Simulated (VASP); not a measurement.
Write the native input for VASP 6.6.1 that does the following.

| Property | Result |
| --- | --- |
| Task | single point |
| Functional | PBEsol |
| Potentials or basis | VASP PAW PBE potentials, release 64 (Pb_d, I) |
| Cutoff | 500 eV |
| k mesh | 9 × 9 × 4 |
| Occupations | gaussian, width 0.05 eV |
| Spin | no spin polarisation |
| Dipole correction | no |
| Further INCAR settings | ALGO = Normal; EDIFF = 1e-06; NBANDS = 21 |

The structure of PbI2 lies in POSCAR:

```
PbI2
1.0
    4.5550018558      0.0000000000      0.0000000000
   -2.2775009279      3.9447473214      0.0000000000
    0.0000000000      0.0000000000      6.5583800000
Pb I
1 2
Direct
    0.0000000000      0.0000000000      0.0000000000
    0.3333333333      0.6666666667      0.2650000000
    0.6666666667      0.3333333333      0.7350000000
```

This cell differs from its parent crystal: strain -0.0600 x Voigt [0, 0, 1, 0, 0, 0].

One way to write it, as run:

INCAR

```
SYSTEM = PbI2
PREC = Accurate
ENCUT = 500
EDIFF = 1E-6
ISMEAR = 0
SIGMA = 0.05
LREAL = .FALSE.
LASPH = .TRUE.
NELM = 120
ALGO = Normal
ISIF = 2
LWAVE = .FALSE.
LCHARG = .FALSE.
GGA = PS
NBANDS = 21
GGA_COMPAT = .FALSE.
```

KPOINTS

```
regular mesh
0
G
  9 9 4
  0 0 0
```

Potentials or basis: VASP PAW PBE potentials, release 64 (Pb_d, I).

Launch:

```console
$ cat potpaw_PBE.64/Pb_d/POTCAR potpaw_PBE.64/I/POTCAR > POTCAR
$ mpirun -np 1 vasp_std > vasp.out
```

It gave:

```
Pressure               : 2.0 GPa
Largest force          : 0.369 eV/Å
Band gap on the k mesh : 1.86 eV, indirect (least direct gap 1.99 eV)
```

Caveat: the cell differs from its parent crystal (strain -0.0600 x Voigt [0, 0, 1, 0, 0, 0]); the PAW data sets were made with another functional, which shifts forces and pressure a little; spin-orbit coupling is left out, which moves the levels of the heavy elements; this functional lacks dispersion, which binds the layers, so the pressure and a relaxed spacing across them are unreliable.

Run time: 70 s on 1 thread of Intel(R) Xeon(R) Platinum 8259CL CPU @ 2.50GHz (Skylake/Cascade Lake), on a shared host, peak memory 0.29 GiB.
